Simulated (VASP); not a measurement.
**MgB: vibrations by perturbation theory with PBEsol**

Crystal: MgB.

```
Mg B
1.0
     2.89515    0.00000    0.00000
     0.00000    2.89515    0.00000
     0.00000    0.00000    2.89515
Mg B
1 1
Direct
  0.00000 0.00000 0.00000
  0.50000 0.50000 0.50000
```

| Quantity | Value |
| --- | --- |
| Program | VASP 6.6.1 |
| Task | vibrations by perturbation theory |
| Functional | PBEsol |
| Potentials or basis | VASP PAW PBE potentials, release 64 (Mg, B) |
| Cutoff | 520 eV |
| k mesh | 9 × 9 × 9 |
| Occupations | fermi-dirac, width 0.05 eV |
| Spin | no spin polarisation |
| Dipole correction | no |
| Further INCAR settings | ALGO = Normal; EDIFF = 1e-08; NBANDS = 10; IBRION = 8; NSW = 1 |

| Property | Result |
| --- | --- |
| Highest phonon frequency at Γ | 388 cm⁻¹ |

Phonon frequencies in cm⁻¹ (negative: imaginary):
| q point | frequencies |
| --- | --- |
| (0.000, 0.000, 0.000) | 0 0 0 388 388 388 |

Wall time 70 s on 1 thread of Intel Xeon 8259CL (shared host), peak memory 0.19 GiB.

Caveat: the cell stands under pressure or tension, which shifts response properties.
